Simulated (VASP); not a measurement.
A run of VASP 6.6.1 is set up as follows.

Contents of INCAR:

```
PREC = Accurate
ENCUT = 910
EDIFF = 1E-6
ISMEAR = -1
SIGMA = 0.05
LREAL = False
LASPH = True
NELM = 200
ALGO = Normal
ISIF = 2
LWAVE = False
LCHARG = False
LMAXMIX = 4
LDAU = True
LDAUTYPE = 2
LDAUL = 2 -1
LDAUU = 1 0
LDAUJ = 0 0
LDAUPRINT = 1
GGA = PS
NBANDS = 16
GGA_COMPAT = False
```

KPOINTS

```
Automatic mesh
0
Gamma
  10 10 10
```

The input POSCAR:

```
WC
1.0
    0.0000000000      2.1726366333      2.1726366333
    2.1726366333      0.0000000000      2.1726366333
    2.1726366333      2.1726366333      0.0000000000
W C
1 1
Direct
    0.0000000000      0.0000000000      0.0000000000
    0.5000000000      0.5000000000      0.5000000000
```

Potentials or basis: VASP PAW PBE potentials, release 64 (W_sv, C_h).

The run is started by

```sh
$ cat potpaw_PBE.64/W_sv/POTCAR potpaw_PBE.64/C_h/POTCAR > POTCAR
$ mpirun -np 1 vasp_std > vasp.out
```

What does it give for the pressure?

2.7 GPa.

Predict the band gap on the k mesh.

zero (band 9 reaches 14.23 eV, above the bottom of band 10 at 10.89 eV).

Eigenvalues of the final occupation matrices:
```
    site  spin  trace               eigenvalues
site 1 d     1   1.74  0.34 0.34 0.34 0.36 0.36
site 1 d     2   1.74  0.34 0.34 0.34 0.36 0.36
```

Caveat: the cutoff is under 1.25 times the usual one of these potentials, so pressure, stress and relaxed cells hold a basis-set (Pulay) error; the PAW data sets were made with another functional, which shifts forces and pressure a little; spin-orbit coupling is left out, which moves the levels of the heavy elements; U without spin polarisation on a metal has little footing; the U is typed as a test and isn't derived for this compound.
